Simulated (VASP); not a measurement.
# BeCd3S4 (P4mm) in VASP: single point with PBE

Aim: the single point of BeCd3S4 with PBE.

Everything below comes from runs of VASP 6.6.1. Logs are shortened: lines on timing, memory, paths and dates and some standing lists are left out, and cuts for length are marked.

## 1. The cell of the first run

It takes space group P4mm (No. 99, tetragonal). Conventional cell: a = 3.845 Å, b = 3.845 Å, c = 12.658 Å, α = 90.00°, β = 90.00°, γ = 90.00°. Be (site symmetry 4mm) has 1 S at 1.91 Å and 1 Cd at 2.32 Å within 2.5 Å. Cd (site symmetry 4mm) has 8 S at 2.87 to 2.99 Å and 4 Cd at 3.85 Å within 3.9 Å. Within 3.3 Å of Cd (site symmetry 4mm) lie 5 S at 2.46 to 2.83 Å. Within 3.1 Å of Cd (site symmetry 4mm) lie 1 Be at 2.32 Å and 4 S at 2.75 Å. Within 2.5 Å of S (site symmetry 4mm) lie 1 Be at 1.91 Å. S (site symmetry 2mm) has 10 S at 2.72 to 3.85 Å and 4 Cd at 2.75 to 2.99 Å within 3.9 Å. S (site symmetry 4mm) has 5 Cd at 2.46 to 2.87 Å within 3.3 Å.

The cell was built from a structure type or drawn by symmetry, and may not be a known phase.

## 2. Single point, PBE

Contents of INCAR:

```
SYSTEM = BeCd3S4
PREC = Accurate
ENCUT = 600
EDIFF = 1E-6
ISMEAR = 0
SIGMA = 0.15
LREAL = .False.
LASPH = .True.
NELM = 120
ALGO = Normal
ISIF = 2
LWAVE = .False.
LCHARG = .False.
GGA = PE
NBANDS = 41
GGA_COMPAT = .False.
```

Contents of KPOINTS:

```
regular mesh
0
Gamma
  3 3 2
  0 0 0
```

Contents of POSCAR:

```
BeCd3S4
1.0
    3.8452642464      0.0000000000      0.0000000000
    0.0000000000      3.8452642464      0.0000000000
    0.0000000000      0.0000000000     12.6580783153
Be Cd S
1 3 4
Direct
    0.0000000000      0.0000000000      0.4588714323
    0.0000000000      0.0000000000      0.9399250292
    0.5000000000      0.5000000000      0.6719476020
    0.0000000000      0.0000000000      0.2754174901
    0.0000000000      0.0000000000      0.6100873368
    0.5000000000      0.0000000000      0.1204243568
    0.0000000000      0.5000000000      0.1204243568
    0.5000000000      0.5000000000      0.8666692959
```

Potentials or basis: VASP PAW PBE potentials, release 64 (Be, Cd, S).

Run with:

```
> cat potpaw_PBE.64/Be/POTCAR potpaw_PBE.64/Cd/POTCAR potpaw_PBE.64/S/POTCAR > POTCAR
> mpirun -np 1 vasp_std > vasp.out
```

OUTCAR:

```text
SYSTEM = BeCd3S4
   PREC = Accurate
   ENCUT = 600
   EDIFF = 1E-6
   ISMEAR = 0
   LREAL = .False.
   LASPH = .True.
   NELM = 120
   ISIF = 2
   GGA = PE

 ion  position               nearest neighbor table
   1  0.000  0.000  0.459-   5 1.91   4 2.32
   2  0.000  0.000  0.940-   8 2.87   8 2.87   8 2.87   8 2.87   7 2.99   6 2.99   6 2.99   7 2.99

   3  0.500  0.500  0.672-   8 2.46   5 2.83   5 2.83   5 2.83   5 2.83
   4  0.000  0.000  0.275-   1 2.32   6 2.75   7 2.75   7 2.75   6 2.75
   5  0.000  0.000  0.610-   1 1.91   3 2.83   3 2.83   3 2.83   3 2.83
   6  0.500  0.000  0.120-   7 2.72   7 2.72   7 2.72   7 2.72   4 2.75   4 2.75   2 2.99   2 2.99

   7  0.000  0.500  0.120-   6 2.72   6 2.72   6 2.72   6 2.72   4 2.75   4 2.75   2 2.99   2 2.99

   8  0.500  0.500  0.867-   3 2.46   2 2.87   2 2.87   2 2.87   2 2.87

  LATTYP: Found a simple tetragonal cell.
 ALAT       =     3.8452642464
 C/A-ratio  =     3.2918617562

  Lattice vectors:

 A1 = (   3.8452642464,   0.0000000000,   0.0000000000)
 A2 = (   0.0000000000,   3.8452642464,   0.0000000000)
 A3 = (   0.0000000000,   0.0000000000,  12.6580783153)

Analysis of symmetry for initial positions (statically):
=====================================================================
 Subroutine PRICEL returns:
 Original cell was already a primitive cell.

 Routine SETGRP: Setting up the symmetry group for a
 simple tetragonal supercell.

 Subroutine GETGRP returns: Found  8 space group operations
 (whereof  8 operations were pure point group operations)
 out of a pool of 16 trial point group operations.

The static configuration has the point symmetry C_4v.

Analysis of symmetry for dynamics (positions and initial velocities):
=====================================================================
 Subroutine PRICEL returns:
 Original cell was already a primitive cell.

 Routine SETGRP: Setting up the symmetry group for a
 simple tetragonal supercell.

 Subroutine GETGRP returns: Found  8 space group operations
 (whereof  8 operations were pure point group operations)
 out of a pool of 16 trial point group operations.

The dynamic configuration has the point symmetry C_4v.

 Subroutine INISYM returns: Found  8 space group operations
 (whereof  8 operations are pure point group operations),
 and found     1 'primitive' translations

----------------------------------------------------------------------------------------

                                     Primitive cell

  volume of cell :     187.1631

  direct lattice vectors                    reciprocal lattice vectors
     3.845264246  0.000000000  0.000000000     0.260060151  0.000000000  0.000000000
     0.000000000  3.845264246  0.000000000     0.000000000  0.260060151  0.000000000
     0.000000000  0.000000000 12.658078315     0.000000000  0.000000000  0.079000933

  length of vectors
     3.845264246  3.845264246 12.658078315     0.260060151  0.260060151  0.079000933

  position of ions in fractional coordinates (direct lattice)
     0.000000000  0.000000000  0.458871432
     0.000000000  0.000000000  0.939925029
     0.500000000  0.500000000  0.671947602
     0.000000000  0.000000000  0.275417490
     0.000000000  0.000000000  0.610087337
     0.500000000  0.000000000  0.120424357
     0.000000000  0.500000000  0.120424357
     0.500000000  0.500000000  0.866669296

  ion indices of the primitive-cell ions
   primitive index   ion index
                 1           1
                 2           2
                 3           3
                 4           4
                 5           5
                 6           6
                 7           7
                 8           8

----------------------------------------------------------------------------------------

 KPOINTS: regular mesh

Automatic generation of k-mesh.
 Grid dimensions read from file:
 generate k-points for:    3    3    2

 Generating k-lattice:

  Cartesian coordinates                     Fractional coordinates (reciprocal lattice)
     0.086686717  0.000000000  0.000000000     0.333333333  0.000000000  0.000000000
     0.000000000  0.086686717  0.000000000     0.000000000  0.333333333  0.000000000
     0.000000000  0.000000000  0.039500467     0.000000000  0.000000000  0.500000000

  Length of vectors
     0.086686717  0.086686717  0.039500467

  Shift w.r.t. Gamma in fractional coordinates (k-lattice)
     0.000000000  0.000000000  0.000000000

 Subroutine IBZKPT returns following result:
 ===========================================

 Found      6 irreducible k-points:

 Following reciprocal coordinates:
            Coordinates               Weight
  0.000000  0.000000  0.000000      1.000000
  0.333333  0.000000  0.000000      4.000000
  0.333333  0.333333  0.000000      4.000000
  0.000000  0.000000  0.500000      1.000000
  0.333333  0.000000  0.500000      4.000000
  0.333333  0.333333  0.500000      4.000000
   k-points           NKPTS =      6   k-points in BZ     NKDIM =      6   number of bands    NBANDS=     41
   number of dos      NEDOS =    301   number of ions     NIONS =      8
   total plane-waves  NPLWV = 110592
   dimension x,y,z NGX =    32 NGY =   32 NGZ =  108
   dimension x,y,z NGXF=    64 NGYF=   64 NGZF=  216
   ions per type =               1   3   4
   NGX,Y,Z   is equivalent  to a cutoff of  13.83, 13.83, 14.18 a.u.
   NGXF,Y,Z  is equivalent  to a cutoff of  27.67, 27.67, 28.37 a.u.
 SYSTEM =  BeCd3S4
   PREC   = accura    normal or accurate (medium, high low for compatibility)
   ISTART =      0    job   : 0-new  1-cont  2-samecut
   ICHARG =      2    charge: 1-file 2-atom 10-const
   ISPIN  =      1    spin polarized calculation?
   LNONCOLLINEAR =      F non collinear calculations
   LSORBIT =      F    spin-orbit coupling
   LASPH  =      T    aspherical Exc in radial PAW
   ENCUT  =  600.0 eV  44.10 Ry    6.64 a.u.   7.68  7.68 25.28*2*pi/ulx,y,z
   NELM   =    120;   NELMIN=  2; NELMDL= -5     # of ELM steps
   EDIFF  = 0.1E-05   stopping-criterion for ELM
   LREAL  =      F    real-space projection
   EDIFFG = 0.1E-04   stopping-criterion for IOM
   NSW    =      0    number of steps for IOM
   IBRION =     -1    ionic relax: 0-MD 1-quasi-New 2-CG
   NFREE  =      0    steps in history (QN), initial steepest desc. (CG)
   ISIF   =      2    stress and relaxation
   ISYM   =      2    0-nonsym 1-usesym 2-fastsym
   POTIM  = 0.5000    time-step for ionic-motion
   TEBEG  =    0.0;   TEEND  =   0.0 temperature during run
   PSTRESS=    0.0 pullay stress
   NELECT =      62.0000    total number of electrons
   NUPDOWN=      -1.0000    fix difference up-down
   EMIN   =  10.00;   EMAX   =-10.00  energy-range for DOS
   EFERMI =   0.00;   METHOD = LEGACY
   ISMEAR =     0;   SIGMA  =   0.15  broadening in eV -4-tet -1-fermi 0-gaus
   EFERMI_NEDOS =   21; number of points for ismear=-14 and -15
   IALGO  =     38    algorithm
   IMIX   =      4    mixing-type and parameters
     AMIX     =   0.40;   BMIX     =  1.00
     AMIX_MAG =   1.60;   BMIX_MAG =  1.00
  volume/ion in A,a.u.               =      23.40       157.88
  Fermi-wavevector in a.u.,A,eV,Ry     =   1.132745  2.140577 17.457776  1.283110
  Thomas-Fermi vector in A             =   2.269446
   LORBIT       =      0    0 simple, 1 ext, 2 COOP (PROOUT), +10 PAW based schemes
   GGA     = PE    functional components
   LHFCALC =     F    Hartree Fock is set to
   AEXX    =    0.0000 exact exchange contribution
   IVDW    =     0    specifies the selected vdW correction
   LEPSILON=     F    determine dielectric tensor
   LRPA    =     F    only Hartree local field effects (RPA)
 non-spin polarized calculation
 Gauss-broadening in eV      SIGMA  =   0.15
  energy-cutoff  :      600.00
  volume of cell :      187.16
 maximum number of plane-waves:      6291
 NGX is ok and might be reduce to    32
   NGX = 15   NGY = 15   NGZ = 51

 number of electron      61.9999986 magnetization

 Free energy of the ion-electron system (eV)
  ---------------------------------------------------
  ext. energy  EPLUGINS =         0.00000000
  ---------------------------------------------------
  free energy    TOTEN  =       -22.11006673 eV

  energy without entropy =      -22.10718721  energy(sigma->0) =      -22.10862697

 E-fermi :   2.8677     XC(G=0):  -9.1606

 val. band max:        2.6956237816   @ k =   0.0000   0.0000   0.0000
 cond. band min:       3.0351154109   @ k =   0.0000   0.0000   0.0000
 fundamental gap:      0.3394916293
 Fermi energy:         2.8677418383

 k-point     1 :       0.0000    0.0000    0.0000
  band No.  band energies     occupation
      1     -11.7596      2.00000
      2     -11.1783      2.00000
      3     -10.0358      2.00000
      4      -7.3577      2.00000
      5      -6.3714      2.00000
      6      -6.3523      2.00000
[... 33 lines left out ...]
     40       8.0573      0.00000
     41       8.6994      0.00000

 k-point     2 :       0.3333    0.0000    0.0000
  band No.  band energies     occupation
      1     -10.9489      2.00000
      2     -10.8850      2.00000
      3      -9.7830      2.00000
      4      -8.8588      2.00000
      5      -6.4045      2.00000
      6      -6.3539      2.00000
[... 33 lines left out ...]
     40       7.7624      0.00000
     41       8.5875      0.00000

 k-point     3 :       0.3333    0.3333    0.0000
  band No.  band energies     occupation
      1     -10.7365      2.00000
      2     -10.2984      2.00000
      3      -9.6403      2.00000
      4      -9.1240      2.00000
      5      -6.3696      2.00000
      6      -6.3112      2.00000
[... 33 lines left out ...]
     40       7.6429      0.00000
     41       8.1121      0.00000

 k-point     4 :       0.0000    0.0000    0.5000
  band No.  band energies     occupation
      1     -11.7595      2.00000
      2     -11.1786      2.00000
      3     -10.0356      2.00000
      4      -7.3577      2.00000
      5      -6.3714      2.00000
      6      -6.3501      2.00000
[... 33 lines left out ...]
     40       8.0626      0.00000
     41       8.2897      0.00000

 k-point     5 :       0.3333    0.0000    0.5000
  band No.  band energies     occupation
      1     -10.9483      2.00000
      2     -10.8856      2.00000
      3      -9.7830      2.00000
      4      -8.8588      2.00000
      5      -6.4043      2.00000
      6      -6.3539      2.00000
[... 33 lines left out ...]
     40       7.7158      0.00000
     41       8.7201      0.00000

 k-point     6 :       0.3333    0.3333    0.5000
  band No.  band energies     occupation
      1     -10.7365      2.00000
      2     -10.2984      2.00000
      3      -9.6402      2.00000
      4      -9.1240      2.00000
      5      -6.3700      2.00000
      6      -6.3109      2.00000
[... 33 lines left out ...]
     40       7.8057      0.00000
     41       8.0793      0.00000

------------------------ aborting loop because EDIFF is reached ----------------------------------------

  FORCE on cell =-STRESS in cart. coord.  units (eV):
  Direction    XX          YY          ZZ          XY          YZ          ZX
  --------------------------------------------------------------------------------------
  -------------------------------------------------------------------------------------
  Total        0.1296857      0.1296857      0.2194774      0.0000000      0.0000000     -0.0000000
  in kB        1.1101526      1.1101526      1.8787988      0.0000000      0.0000000     -0.0000000
  external PRESSURE =       1.3663680 kB  Pullay stress =       0.0000000 kB

 VOLUME and BASIS-vectors are now :
 -----------------------------------------------------------------------------
  energy-cutoff  :      600.00
  volume of cell :      187.16
      direct lattice vectors                 reciprocal lattice vectors
     3.845264246  0.000000000  0.000000000     0.260060151  0.000000000  0.000000000
     0.000000000  3.845264246  0.000000000     0.000000000  0.260060151  0.000000000
     0.000000000  0.000000000 12.658078315     0.000000000  0.000000000  0.079000933

 POSITION                                       TOTAL-FORCE (eV/Angst)
 -----------------------------------------------------------------------------------
      0.00000      0.00000      5.80843         0.000000      0.000000      0.003526
      0.00000      0.00000     11.89764        -0.000000      0.000000      0.010091
      1.92263      1.92263      8.50557         0.000000     -0.000000     -0.032241
      0.00000      0.00000      3.48626         0.000000      0.000000      0.039819
      0.00000      0.00000      7.72253         0.000000      0.000000     -0.013090
      1.92263      0.00000      1.52434         0.000000      0.000000     -0.007011
      0.00000      1.92263      1.52434         0.000000      0.000000     -0.007011
      1.92263      1.92263     10.97037         0.000000     -0.000000      0.005916
 -----------------------------------------------------------------------------------
    total drift:                                0.000000      0.000000     -0.000264

  FREE ENERGIE OF THE ION-ELECTRON SYSTEM (eV)
  ---------------------------------------------------
  free  energy   TOTEN  =       -22.1100667280 eV

  energy  without entropy=      -22.1071872066  energy(sigma->0) =      -22.10862697
```

Run time: 61 s. Hardware: 1 thread of Intel Xeon Platinum 8488C (Sapphire Rapids), shared host; peak memory 0.34 GiB.

Results:

```
Free energy            : -22.1101 eV
Pressure               : 0.1 GPa
Largest force          : 0.040 eV/Å
Band gap on the k mesh : zero (bands 31 and 32 overlap by 1.01 eV)
```

Forces on the atoms (eV/Å):
```
Be   0.000  0.000  0.004
Cd   0.000  0.000  0.010
Cd   0.000  0.000 -0.032
Cd   0.000  0.000  0.040
S    0.000  0.000 -0.013
S    0.000  0.000 -0.007
S    0.000  0.000 -0.007
S    0.000  0.000  0.006
```

Caveat: the k points lie up to 0.54 Å⁻¹ apart, too coarse for converged energies and pressures of a metal.
